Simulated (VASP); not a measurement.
A run of VASP 6.6.1 is set up as follows.

INCAR

```
SYSTEM = PbO2
  PREC = Accurate
  ENCUT = 600
  EDIFF = 1E-6
  ISMEAR = 0
  SIGMA = 0.1
  LREAL = .False.
  LASPH = .True.
  NELM = 120
  ALGO = Normal
  ISIF = 2
  LWAVE = .False.
  LCHARG = .False.
  GGA = PE
  NBANDS = 35
  GGA_COMPAT = .False.
```

The input KPOINTS:

```
Automatic mesh
0
Gamma
  4 4 6
  0 0 0
```

Contents of POSCAR:

```
PbO2
1.0
    4.9578000000      0.0000000000      0.0000000000
    0.0000000000      4.9578000000      0.0000000000
    0.0000000000      0.0000000000      3.3878000000
Pb O
2 4
Direct
    0.0000000000      0.0000000000      0.0000000000
    0.5000000000      0.5000000000      0.5000000000
    0.3067000000      0.3067000000      0.0000000000
    0.1933000000      0.8067000000      0.5000000000
    0.6933000000      0.6933000000      0.0000000000
    0.8067000000      0.1933000000      0.5000000000
```

Potentials or basis: VASP PAW PBE potentials, release 64 (Pb_d, O).

Command:

```sh
$ cat potpaw_PBE.64/Pb_d/POTCAR potpaw_PBE.64/O/POTCAR > POTCAR
$ mpirun -np 1 vasp_std > vasp.out
```

Q: Estimate the band gap on the k mesh.

A: 0.18 eV, indirect (least direct gap 0.66 eV).

Q: Predict the largest force.

A: 0.017 eV/Å.

Q: What does it give for the pressure?

A: 9.1 GPa.

Forces on the atoms (eV/Å):
```
Pb   0.000  0.000  0.000
Pb   0.000  0.000  0.000
O   -0.012 -0.012  0.000
O    0.012 -0.012  0.000
O    0.012  0.012  0.000
O   -0.012  0.012  0.000
```

Caveat: spin-orbit coupling is left out, which moves the levels of the heavy elements. A k mesh can miss the band edges.
